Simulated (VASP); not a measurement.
# C (I4_1/amd) in VASP: further runs, part 2 of 2

VASP 6.6.1. Earlier steps stand in the parts before.

## Step 5: Single point, PBEsol (strained cell)

INCAR

```
SYSTEM = C
PREC     = Accurate       ! precision mode
ENCUT    = 600            ! plane-wave cutoff, eV
EDIFF    = 1E-6           ! SCF threshold, eV
ISMEAR   = 0              ! smearing method
SIGMA    = 0.02           ! smearing width, eV
LREAL    = .False.        ! projectors in reciprocal space
LASPH    = .True.         ! aspherical terms in the spheres
NELM     = 120            ! most SCF steps
ALGO     = Normal         ! electronic algorithm
ISIF     = 2              ! what is computed and relaxed
LWAVE    = .False.        ! write WAVECAR
LCHARG   = .False.        ! write CHGCAR
GGA      = PS             ! functional
NBANDS   = 11             ! bands
GGA_COMPAT= .False.
```

KPOINTS

```
Automatic mesh
0
Gamma
  10 10 10
  0 0 0
```

POSCAR

```
C
1.0
    0.0000000000      1.7946008943      1.7722606641
    1.7946008943      0.0000000000      1.7722606641
    1.7946008943      1.7946008943      0.0000000000
C
2
Direct
    0.0000000000      0.0000000000      0.0000000000
    0.2500000000      0.2500000000      0.2500000000
```

Potentials or basis: VASP PAW PBE potentials, release 64 (C).

Command:

```bash
$ cat potpaw_PBE.64/C/POTCAR > POTCAR
$ mpirun -np 1 vasp_std > vasp.out
```

OUTCAR:

```text
SYSTEM = C
   PREC = Accurate
   ENCUT = 600
   EDIFF = 1E-6
   ISMEAR = 0
   LREAL = .False.
   LASPH = .True.
   NELM = 120
   ISIF = 2
   GGA = PS

 ion  position               nearest neighbor table
   1  0.000  0.000  0.000-   2 1.55   2 1.55   2 1.55   2 1.55
   2  0.250  0.250  0.250-   1 1.55   1 1.55   1 1.55   1 1.55

  LATTYP: Found a body centered tetragonal cell.
 ALAT       =     2.5379489238
 C/A-ratio  =     1.3966086138

[... 524 lines left out ...]

 [... further k-points ...]

------------------------ aborting loop because EDIFF is reached ----------------------------------------

  FORCE on cell =-STRESS in cart. coord.  units (eV):
  Direction    XX          YY          ZZ          XY          YZ          ZX
  --------------------------------------------------------------------------------------
  -------------------------------------------------------------------------------------
  Total       -0.7751981     -0.7751981      0.0295745      0.0000000      0.0000000     -0.0000000
  in kB     -108.8002594   -108.8002594      4.1508311      0.0000000      0.0000000     -0.0000000
  external PRESSURE =     -71.1498959 kB  Pullay stress =       0.0000000 kB

 VOLUME and BASIS-vectors are now :
 -----------------------------------------------------------------------------
  energy-cutoff  :      600.00
  volume of cell :       11.42
      direct lattice vectors                 reciprocal lattice vectors
     0.000000000  1.794600894  1.772260664    -0.278613480  0.278613480  0.282125542
     1.794600894  0.000000000  1.772260664     0.278613480 -0.278613480  0.282125542
     1.794600894  1.794600894  0.000000000     0.278613480  0.278613480 -0.282125542

 POSITION                                       TOTAL-FORCE (eV/Angst)
 -----------------------------------------------------------------------------------
      0.00000      0.00000      0.00000         0.000000      0.000000     -0.000000
      0.89730      0.89730      0.88613        -0.000000     -0.000000      0.000000
 -----------------------------------------------------------------------------------
    total drift:                                0.000000      0.000000      0.000000

  FREE ENERGIE OF THE ION-ELECTRON SYSTEM (eV)
  ---------------------------------------------------
  free  energy   TOTEN  =       -19.2474679804 eV

  energy  without entropy=      -19.2474679804  energy(sigma->0) =      -19.24746798
```

OSZICAR:

```text
N       E                     dE             d eps       ncg     rms          rms(c)
DAV:   1     0.993199291714E+00    0.99320E+00   -0.52354E+03  2300   0.806E+02
DAV:   2    -0.194744270378E+02   -0.20468E+02   -0.19699E+02  2907   0.130E+02
DAV:   3    -0.198960117533E+02   -0.42158E+00   -0.42077E+00  2625   0.144E+01
DAV:   4    -0.198967015691E+02   -0.68982E-03   -0.68980E-03  2432   0.730E-01
DAV:   5    -0.198967024208E+02   -0.85173E-06   -0.85172E-06  2540   0.243E-02    0.551E+00
DAV:   6    -0.194150617322E+02    0.48164E+00   -0.24634E-01  2316   0.343E+00    0.324E+00
DAV:   7    -0.192469015903E+02    0.16816E+00   -0.29696E-01  2432   0.381E+00    0.670E-01
DAV:   8    -0.192474413862E+02   -0.53980E-03   -0.73693E-03  2357   0.675E-01    0.292E-02
DAV:   9    -0.192474594931E+02   -0.18107E-04   -0.15556E-05  2720   0.360E-02    0.211E-02
DAV:  10    -0.192474681505E+02   -0.86575E-05   -0.36344E-06  2396   0.167E-02    0.436E-03
DAV:  11    -0.192474679804E+02    0.17017E-06   -0.90341E-08  1387   0.263E-03
   1 F= -.19247468E+02 E0= -.19247468E+02  d E =-.383136E-33
```

Wall time 19 s (1 thread of Intel Xeon 8259CL, shared host); peak memory 0.12 GiB.

What came out:

```
Free energy            : -19.2475 eV
Pressure               : -7.1 GPa
Band gap on the k mesh : 3.70 eV (least direct gap 5.30 eV)
```

Stress tensor (GPa, compression positive):
```
-10.88   0.00   0.00
  0.00 -10.88   0.00
  0.00   0.00   0.42
```

Levels at points of the mesh, in eV from the valence-band top:
| k point | band 1 | band 2 | band 3 | band 4 | band 5 | band 6 | band 7 | band 8 | band 9 |
| --- | --- | --- | --- | --- | --- | --- | --- | --- | --- |
| (0.00, 0.00, 0.00) | -21.56 | -0.19 | -0.19 | 0.00 | 5.30 | 5.45 | 5.45 | 13.10 | 18.75 |
| (0.50, 0.00, 0.00) | -15.77 | -13.52 | -3.03 | -2.81 | 8.17 | 8.18 | 8.74 | 15.31 | 21.42 |
| (0.50, 0.50, 0.00) | -12.73 | -12.73 | -6.55 | -6.55 | 4.27 | 4.27 | 16.61 | 16.61 | 22.95 |
| (0.50, 0.00, 0.50) | -12.92 | -12.92 | -6.36 | -6.36 | 4.56 | 4.56 | 16.53 | 16.53 | 22.76 |

Caveat: the cell differs from its parent crystal (strained cell); the cell stands under tension; the PAW data sets were made with another functional, which shifts forces and pressure a little.

## Step 6: Overview

```tsv
cell	gap on the mesh (eV)	pressure (GPa)
a = 2.518, b = 2.518, c = 2.538 Å, angles 59.7, 59.7, 60.5°, 2 atoms	3.62	-5.6
a = 2.547, b = 2.547, c = 2.538 Å, angles 60.1, 60.1, 59.8°, 2 atoms	3.88	-15.3
a = 2.522, b = 2.522, c = 2.538 Å, angles 59.8, 59.8, 60.4°, 2 atoms	3.70	-7.1
```

Alike in all rows: task single point; level PBEsol; potentials or basis VASP PAW PBE potentials, release 64 (C); no spin polarisation; k mesh 10 × 10 × 10; cutoff (eV) 600; smearing gaussian 0.02 eV.

Caveats: the cell stands under tension; the PAW data sets were made with another functional, which shifts forces and pressure a little.

Total energies depend on the potentials used, so only differences within one code and one set of settings carry meaning.
